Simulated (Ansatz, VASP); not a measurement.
## Al4Ni: VASP beside Ansatz

```
CELL_PARAMETERS angstrom
2.80179 0.00000 0.00000
-1.40089 2.42642 0.00000
0.00000 0.00000 11.09681
ATOMIC_POSITIONS crystal
Al 0.33333 0.66667 0.83005
Al 0.33333 0.66667 0.38363
Al 0.66667 0.33333 0.16995
Al 0.66667 0.33333 0.61637
Ni 0.00000 0.00000 0.00000
```

Change from the starting cell: species swapped into the Co4H type (P-3m1, No. 164).

Alike in both runs: task relaxation of cell and atoms; functional PBE; k mesh 18 × 18 × 4; occupations gaussian, width 0.1 eV; no spin polarisation.

|  | VASP | Ansatz |
| --- | --- | --- |
| version | VASP 6.6.1 | Ansatz 0.2.0 |
| potentials or method | VASP PAW PBE potentials, release 64 (Al, Ni), cutoff 600 eV | scalar-relativistic, plane waves, PAW |
| valence electrons in the cell | 22 | 30 |

Ansatz gave:

- gap on the k mesh at the Fermi level, each at its own relaxed structure (eV): none
- relaxed volume (Å³/atom): 15.00
- relaxed cell length with the largest relative difference (Å): 11.003

What did VASP give for the same quantities?

gap on the k mesh at the Fermi level, each at its own relaxed structure (eV): none; relaxed volume (Å³/atom): 15.00; relaxed cell length with the largest relative difference (Å): 10.993.

A gap of «none» marks a metal or a gap that the smearing closes. VASP's potentials hold 22 valence electrons a cell and Ansatz's 30, so a difference there can come from the potentials and not from the codes.
